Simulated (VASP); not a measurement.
# GaP (F-43m) in VASP: further runs

GaP is run at these levels: PBE; tasks: single point.

Everything below comes from runs of VASP 6.6.1. Logs are shortened: lines on timing, memory, paths and dates and some standing lists are left out, and cuts for length are marked.

### Step 1. The cell of the first run

The structure is cubic, space group F-43m (No. 216). The conventional cell has a = 5.451 Å, b = 5.451 Å, c = 5.451 Å, α = 90.00°, β = 90.00°, γ = 90.00°. Ga (site symmetry -43m) has 4 P at 2.36 Å within 3.1 Å. Within 3.1 Å of P (site symmetry -43m) lie 4 Ga at 2.36 Å.

### Step 2. Single point, PBE

Input file INCAR:

```
SYSTEM = GaP
ALGO = Normal
EDIFF = 1E-6
ENCUT = 500
GGA = PE
GGA_COMPAT = .False.
ISIF = 2
ISMEAR = 0
LASPH = .True.
LCHARG = .False.
LREAL = .False.
LWAVE = .False.
NBANDS = 16
NELM = 120
PREC = Accurate
SIGMA = 0.01
```

Input file KPOINTS:

```
k-points
0
Gamma
  6 6 6
  0 0 0
```

Input file POSCAR:

```
GaP
1.0
    0.0000000000      2.7255000000      2.7255000000
    2.7255000000      0.0000000000      2.7255000000
    2.7255000000      2.7255000000      0.0000000000
Ga P
1 1
Direct
    0.0000000000      0.0000000000      0.0000000000
    0.2500000000      0.2500000000      0.2500000000
```

Potentials or basis: VASP PAW PBE potentials, release 64 (Ga_d, P).

Command:

```bash
$ cat potpaw_PBE.64/Ga_d/POTCAR potpaw_PBE.64/P/POTCAR > POTCAR
$ mpirun -np 1 vasp_std > vasp.out
```

OUTCAR:

```text
SYSTEM = GaP
   EDIFF = 1E-6
   ENCUT = 500
   GGA = PE
   ISIF = 2
   ISMEAR = 0
   LASPH = .True.
   LREAL = .False.
   NELM = 120
   PREC = Accurate

 ion  position               nearest neighbor table
   1  0.000  0.000  0.000-   2 2.36   2 2.36   2 2.36   2 2.36
   2  0.250  0.250  0.250-   1 2.36   1 2.36   1 2.36   1 2.36

  LATTYP: Found a face centered cubic cell.
 ALAT       =     5.4510000000

  Lattice vectors:

 A1 = (   0.0000000000,   2.7255000000,   2.7255000000)
 A2 = (   2.7255000000,   0.0000000000,   2.7255000000)
 A3 = (   2.7255000000,   2.7255000000,   0.0000000000)

Analysis of symmetry for initial positions (statically):
=====================================================================
 Subroutine PRICEL returns:
 Original cell was already a primitive cell.

 Routine SETGRP: Setting up the symmetry group for a
 face centered cubic supercell.

 Subroutine GETGRP returns: Found 24 space group operations
 (whereof 24 operations were pure point group operations)
 out of a pool of 48 trial point group operations.

The static configuration has the point symmetry T_d .

Analysis of symmetry for dynamics (positions and initial velocities):
=====================================================================
 Subroutine PRICEL returns:
 Original cell was already a primitive cell.

 Routine SETGRP: Setting up the symmetry group for a
 face centered cubic supercell.

 Subroutine GETGRP returns: Found 24 space group operations
 (whereof 24 operations were pure point group operations)
 out of a pool of 48 trial point group operations.

The dynamic configuration has the point symmetry T_d .

 Subroutine INISYM returns: Found 24 space group operations
 (whereof 24 operations are pure point group operations),
 and found     1 'primitive' translations

----------------------------------------------------------------------------------------

                                     Primitive cell

  volume of cell :      40.4919

  direct lattice vectors                    reciprocal lattice vectors
     0.000000000  2.725500000  2.725500000    -0.183452578  0.183452578  0.183452578
     2.725500000  0.000000000  2.725500000     0.183452578 -0.183452578  0.183452578
     2.725500000  2.725500000  0.000000000     0.183452578  0.183452578 -0.183452578

  length of vectors
     3.854439064  3.854439064  3.854439064     0.317749185  0.317749185  0.317749185

  position of ions in fractional coordinates (direct lattice)
     0.000000000  0.000000000  0.000000000
     0.250000000  0.250000000  0.250000000

  ion indices of the primitive-cell ions
   primitive index   ion index
                 1           1
                 2           2

----------------------------------------------------------------------------------------

 KPOINTS: k-points

Automatic generation of k-mesh.
 Grid dimensions read from file:
 generate k-points for:    6    6    6

 Generating k-lattice:

  Cartesian coordinates                     Fractional coordinates (reciprocal lattice)
    -0.030575430  0.030575430  0.030575430     0.166666667  0.000000000  0.000000000
     0.030575430 -0.030575430  0.030575430     0.000000000  0.166666667  0.000000000
     0.030575430  0.030575430 -0.030575430     0.000000000  0.000000000  0.166666667

  Length of vectors
     0.052958198  0.052958198  0.052958198

  Shift w.r.t. Gamma in fractional coordinates (k-lattice)
     0.000000000  0.000000000  0.000000000

 Subroutine IBZKPT returns following result:
 ===========================================

 Found     16 irreducible k-points:

 Following reciprocal coordinates:
            Coordinates               Weight
  0.000000  0.000000  0.000000      1.000000
  0.166667  0.000000  0.000000      8.000000
  0.333333  0.000000  0.000000      8.000000
  0.500000  0.000000  0.000000      4.000000
  0.166667  0.166667  0.000000      6.000000
  0.333333  0.166667  0.000000     24.000000
[... 8 lines left out ...]
 -0.333333  0.333333  0.166667     24.000000
 -0.333333  0.500000  0.166667     12.000000
   k-points           NKPTS =     16   k-points in BZ     NKDIM =     16   number of bands    NBANDS=     16
   number of dos      NEDOS =    301   number of ions     NIONS =      2
   total plane-waves  NPLWV =  21952
   dimension x,y,z NGX =    28 NGY =   28 NGZ =   28
   dimension x,y,z NGXF=    56 NGYF=   56 NGZF=   56
   ions per type =               1   1
   NGX,Y,Z   is equivalent  to a cutoff of  12.08, 12.08, 12.08 a.u.
   NGXF,Y,Z  is equivalent  to a cutoff of  24.15, 24.15, 24.15 a.u.
 SYSTEM =  GaP
   PREC   = accura    normal or accurate (medium, high low for compatibility)
   ISTART =      0    job   : 0-new  1-cont  2-samecut
   ICHARG =      2    charge: 1-file 2-atom 10-const
   ISPIN  =      1    spin polarized calculation?
   LNONCOLLINEAR =      F non collinear calculations
   LSORBIT =      F    spin-orbit coupling
   LASPH  =      T    aspherical Exc in radial PAW
   ENCUT  =  500.0 eV  36.75 Ry    6.06 a.u.   7.03  7.03  7.03*2*pi/ulx,y,z
   NELM   =    120;   NELMIN=  2; NELMDL= -5     # of ELM steps
   EDIFF  = 0.1E-05   stopping-criterion for ELM
   LREAL  =      F    real-space projection
   EDIFFG = 0.1E-04   stopping-criterion for IOM
   NSW    =      0    number of steps for IOM
   IBRION =     -1    ionic relax: 0-MD 1-quasi-New 2-CG
   NFREE  =      0    steps in history (QN), initial steepest desc. (CG)
   ISIF   =      2    stress and relaxation
   ISYM   =      2    0-nonsym 1-usesym 2-fastsym
   POTIM  = 0.5000    time-step for ionic-motion
   TEBEG  =    0.0;   TEEND  =   0.0 temperature during run
   PSTRESS=    0.0 pullay stress
   NELECT =      18.0000    total number of electrons
   NUPDOWN=      -1.0000    fix difference up-down
   EMIN   =  10.00;   EMAX   =-10.00  energy-range for DOS
   EFERMI =   0.00;   METHOD = LEGACY
   ISMEAR =     0;   SIGMA  =   0.01  broadening in eV -4-tet -1-fermi 0-gaus
   EFERMI_NEDOS =   21; number of points for ismear=-14 and -15
   IALGO  =     38    algorithm
   IMIX   =      4    mixing-type and parameters
     AMIX     =   0.40;   BMIX     =  1.00
     AMIX_MAG =   1.60;   BMIX_MAG =  1.00
  volume/ion in A,a.u.               =      20.25       136.63
  Fermi-wavevector in a.u.,A,eV,Ry     =   1.249423  2.361067 21.239480  1.561058
  Thomas-Fermi vector in A             =   2.383464
   LORBIT       =      0    0 simple, 1 ext, 2 COOP (PROOUT), +10 PAW based schemes
   GGA     = PE    functional components
   LHFCALC =     F    Hartree Fock is set to
   AEXX    =    0.0000 exact exchange contribution
   IVDW    =     0    specifies the selected vdW correction
   LEPSILON=     F    determine dielectric tensor
   LRPA    =     F    only Hartree local field effects (RPA)
 non-spin polarized calculation
 Gauss-broadening in eV      SIGMA  =   0.01
  energy-cutoff  :      500.00
  volume of cell :       40.49
 maximum number of plane-waves:      1056
   NGX = 13   NGY = 13   NGZ = 13

 number of electron      18.0000016 magnetization

 Free energy of the ion-electron system (eV)
  ---------------------------------------------------
  ext. energy  EPLUGINS =         0.00000000
  ---------------------------------------------------
  free energy    TOTEN  =        -9.10244363 eV

  energy without entropy =       -9.10244363  energy(sigma->0) =       -9.10244363

 E-fermi :   4.7631     XC(G=0):  -9.8288

 val. band max:        4.6559669488   @ k =   0.0000   0.0000   0.0000
 cond. band min:       6.3075255029   @ k =   0.5000   0.5000   0.0000
 fundamental gap:      1.6515585541
 Fermi energy:         4.7630938007

 k-point     1 :       0.0000    0.0000    0.0000
  band No.  band energies     occupation
      1      -9.9015      2.00000
      2      -9.9015      2.00000
      3      -9.9015      2.00000
      4      -9.8021      2.00000
      5      -9.8021      2.00000
      6      -7.8349      2.00000
[... 8 lines left out ...]
     15      14.4397      0.00000
     16      14.4397      0.00000

 k-point     2 :       0.1667    0.0000    0.0000
  band No.  band energies     occupation
      1      -9.9244      2.00000
      2      -9.8937      2.00000
      3      -9.8937      2.00000
      4      -9.8020      2.00000
      5      -9.8020      2.00000
      6      -7.4789      2.00000
[... 8 lines left out ...]
     15      13.6209      0.00000
     16      14.7096      0.00000

 k-point     3 :       0.3333    0.0000    0.0000
  band No.  band energies     occupation
      1      -9.9645      2.00000
      2      -9.8812      2.00000
      3      -9.8812      2.00000
      4      -9.7985      2.00000
      5      -9.7985      2.00000
      6      -6.5320      2.00000
[... 8 lines left out ...]
     15      14.3001      0.00000
     16      14.3545      0.00000

 k-point     4 :       0.5000    0.0000    0.0000
  band No.  band energies     occupation
      1      -9.9828      2.00000
      2      -9.8768      2.00000
      3      -9.8768      2.00000
      4      -9.7947      2.00000
      5      -9.7947      2.00000
      6      -5.7691      2.00000
[... 8 lines left out ...]
     15      16.3399      0.00000
     16      16.3399      0.00000
[... 172 lines left out ...]
 k-point    14 :       0.5000    0.3333    0.1667
  band No.  band energies     occupation
      1      -9.9879      2.00000
      2      -9.8672      2.00000
      3      -9.8562      2.00000
      4      -9.8162      2.00000
      5      -9.7913      2.00000
      6      -5.7564      2.00000
[... 8 lines left out ...]
     15      16.4735      0.00000
     16      17.9234      0.00000

 k-point    15 :      -0.3333    0.3333    0.1667
  band No.  band energies     occupation
      1      -9.9940      2.00000
      2      -9.8672      2.00000
      3      -9.8495      2.00000
      4      -9.8128      2.00000
      5      -9.7944      2.00000
      6      -5.1046      2.00000
[... 8 lines left out ...]
     15      17.1270      0.00000
     16      17.4325      0.00000

 k-point    16 :      -0.3333    0.5000    0.1667
  band No.  band energies     occupation
      1     -10.0049      2.00000
      2      -9.8559      2.00000
      3      -9.8415      2.00000
      4      -9.8226      2.00000
      5      -9.7889      2.00000
      6      -4.8007      2.00000
[... 8 lines left out ...]
     15      16.5587      0.00000
     16      18.2588      0.00000

------------------------ aborting loop because EDIFF is reached ----------------------------------------

  FORCE on cell =-STRESS in cart. coord.  units (eV):
  Direction    XX          YY          ZZ          XY          YZ          ZX
  --------------------------------------------------------------------------------------
  -------------------------------------------------------------------------------------
  Total        0.6105810      0.6105810      0.6105810      0.0000000      0.0000000      0.0000000
  in kB       24.1593557     24.1593557     24.1593557      0.0000000      0.0000000      0.0000000
  external PRESSURE =      24.1593557 kB  Pullay stress =       0.0000000 kB

 VOLUME and BASIS-vectors are now :
 -----------------------------------------------------------------------------
  energy-cutoff  :      500.00
  volume of cell :       40.49
      direct lattice vectors                 reciprocal lattice vectors
     0.000000000  2.725500000  2.725500000    -0.183452578  0.183452578  0.183452578
     2.725500000  0.000000000  2.725500000     0.183452578 -0.183452578  0.183452578
     2.725500000  2.725500000  0.000000000     0.183452578  0.183452578 -0.183452578

 POSITION                                       TOTAL-FORCE (eV/Angst)
 -----------------------------------------------------------------------------------
      0.00000      0.00000      0.00000        -0.000000     -0.000000      0.000000
      1.36275      1.36275      1.36275         0.000000      0.000000     -0.000000
 -----------------------------------------------------------------------------------
    total drift:                                0.000001      0.000001      0.000001

  FREE ENERGIE OF THE ION-ELECTRON SYSTEM (eV)
  ---------------------------------------------------
  free  energy   TOTEN  =        -9.1024436269 eV

  energy  without entropy=       -9.1024436269  energy(sigma->0) =       -9.10244363
```

Wall time 14 s (1 thread of Intel Xeon 8259CL, shared host); peak memory 0.15 GiB.

What came out:

| Property | Result |
| --- | --- |
| Free energy | -9.1024 eV |
| Pressure | 2.4 GPa |
| Band gap on the k mesh | 1.65 eV, indirect (least direct gap 1.82 eV) |

### Step 3. Single point, PBE

Input file INCAR:

```
ALGO = Normal ; EDIFF = 1E-6
ENCUT = 500 ; GGA = PE
GGA_COMPAT = F ; ISIF = 2
ISMEAR = 0 ; LASPH = T
LCHARG = F ; LREAL = F
LWAVE = F ; NBANDS = 16
NELM = 120 ; PREC = Accurate
SIGMA = 0.01
```

Input file KPOINTS:

```
k-points
0
Gamma
  6 6 6
```

POSCAR is that of step 2.

Potentials or basis: VASP PAW PBE potentials, release 64 (Ga_d, P).

Command:

```bash
$ cat potpaw_PBE.64/Ga_d/POTCAR potpaw_PBE.64/P/POTCAR > POTCAR
$ mpirun -np 1 vasp_std > vasp.out
```

It took 14 s on 1 thread of Intel Xeon 8259CL, shared host; peak memory 0.15 GiB.

It converged, with:

```yaml
Free_energy: -9.1024 eV
Pressure: 2.4 GPa
Band_gap_on_the_k_mesh: 1.65 eV, indirect (least direct gap 1.82 eV)
```

Levels at points of the mesh, in eV from the valence-band top:
```tsv
k point	band 6	band 7	band 8	band 9	band 10	band 11	band 12	band 13
(0.00, 0.00, 0.00)	-12.49	0.00	0.00	0.00	1.82	3.89	3.89	3.89
(0.50, 0.00, 0.00)	-10.43	-6.63	-1.12	-1.12	1.67	4.72	4.72	8.28
(0.50, 0.50, 0.00)	-9.53	-6.76	-2.68	-2.68	1.65	1.82	10.59	10.59
```

### Step 4. Single point, PBE

Input file INCAR:

```
SYSTEM = GaP
ALGO     = Normal         ! electronic algorithm
EDIFF    = 1E-6           ! SCF threshold, eV
ENCUT    = 500            ! plane-wave cutoff, eV
GGA      = PE             ! functional
GGA_COMPAT= .FALSE.      
ISIF     = 2              ! what is computed and relaxed
ISMEAR   = 0              ! smearing method
LASPH    = .TRUE.         ! aspherical terms in the spheres
LCHARG   = .FALSE.        ! write CHGCAR
LREAL    = .FALSE.        ! projectors in reciprocal space
LWAVE    = .FALSE.        ! write WAVECAR
NBANDS   = 16             ! bands
NELM     = 120            ! most SCF steps
PREC     = Accurate       ! precision mode
SIGMA    = 0.01           ! smearing width, eV
```

Input file KPOINTS:

```
k-points
0
G
  8 8 8
  0 0 0
```

POSCAR is that of step 3.

Command:

```bash
$ cat potpaw_PBE.64/Ga_d/POTCAR potpaw_PBE.64/P/POTCAR > POTCAR
$ mpirun -np 1 vasp_std > vasp.out
```

Wall time 24 s (1 thread of Intel Xeon 8259CL, shared host); peak memory 0.16 GiB.

It converged, with:

* Free energy: -9.1162 eV
* Pressure: 2.4 GPa
* Band gap on the k mesh: 1.64 eV, indirect (least direct gap 1.82 eV)

Levels at points of the mesh, in eV from the valence-band top:
```tsv
k point	band 7	band 8	band 9	band 10	band 11	band 12
(0.00, 0.00, 0.00)	0.00	0.00	0.00	1.82	3.89	3.89
(0.50, 0.00, 0.00)	-6.63	-1.12	-1.12	1.67	4.72	4.72
(0.50, 0.50, 0.00)	-6.75	-2.68	-2.68	1.66	1.82	10.59
```
